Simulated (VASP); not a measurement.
Wanted: the native input for a VASP 6.6.1 run.

| Property | Result |
| --- | --- |
| Task | single point |
| Functional | LDA |
| Potentials or basis | VASP PAW LDA potentials, release 64 (C) |
| Cutoff | 600 eV |
| k mesh | 10 × 10 × 3 |
| Occupations | fermi-dirac, width 0.1 eV |
| Spin | no spin polarisation |
| Dipole correction | no |
| Further INCAR settings | ALGO = Normal; EDIFF = 1e-06; NBANDS = 11 |

The structure of C lies in POSCAR:

```
C
1.0
    2.4561701600      0.0000000000      0.0000000000
   -1.2280850800      2.1271057600      0.0000000000
    0.0000000000      0.0000000000      8.5238033600
C
2
Direct
    0.3333333333      0.6666666667      0.0000000000
    0.6666666667      0.3333333333      0.0000000000
```

One way to write it, as run:

INCAR

```
SYSTEM = C
PREC = Accurate ; ENCUT = 600
EDIFF = 1E-6 ; ISMEAR = -1
SIGMA = 0.1 ; LREAL = .FALSE.
LASPH = .TRUE. ; NELM = 120
ALGO = Normal ; ISIF = 2
LWAVE = .FALSE. ; LCHARG = .FALSE.
GGA = CA ; NBANDS = 11
GGA_COMPAT = .FALSE.
```

KPOINTS

```
regular mesh
0
G
  10 10 3
  0 0 0
```

Potentials or basis: VASP PAW LDA potentials, release 64 (C).

Launch:

```sh
$ cat potpaw_LDA.64/C/POTCAR > POTCAR
$ mpirun -np 1 vasp_std > vasp.out
```

Run time: 8.8 s on 1 thread of Intel(R) Xeon(R) Platinum 8488C (Sapphire Rapids), on a shared host, peak memory 0.14 GiB.
